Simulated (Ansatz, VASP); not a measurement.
# BeTe in VASP and in Ansatz

```
CELL_PARAMETERS angstrom
0.00000 2.82862 2.82862
2.75338 0.00000 2.82862
2.75338 2.82862 0.00000
ATOMIC_POSITIONS crystal
Be 0.00000 0.00000 0.00000
Te 0.25000 0.25000 0.25000
```

Change from the starting cell: uniaxial_x strain -2.7%.

Alike in both runs: task single point; functional HSE06; k mesh 6 × 6 × 6; no spin polarisation.

|  | VASP | Ansatz |
| --- | --- | --- |
| version | VASP 6.6.1 | Ansatz 0.2.0 |
| potentials or method | VASP PAW PBE potentials, release 64 (Be, Te) | plane waves, PAW |
| plane-wave cutoff (eV) | 520 | 420 |
| occupations | gaussian, width 0.01 eV | fixed |
| valence electrons in the cell | 8 | 18 |

Ansatz gave:

```
gap on the k mesh at the Fermi level (eV)                     : 2.40
pressure (GPa)                                                : 0.8
traceless stress, the component that is largest in VASP (GPa) : 1.13
```

Task: What did VASP give for the same quantities?

Result: gap on the k mesh at the Fermi level (eV): 2.38; pressure (GPa): 0.7; traceless stress, the component that is largest in VASP (GPa): 1.13.

VASP's potentials hold 8 valence electrons a cell and Ansatz's 18, so a difference there can come from the potentials and not from the codes. Ansatz's warnings: stress exchange threshold loose, stress scf threshold loose.

Spin-orbit coupling is off throughout.
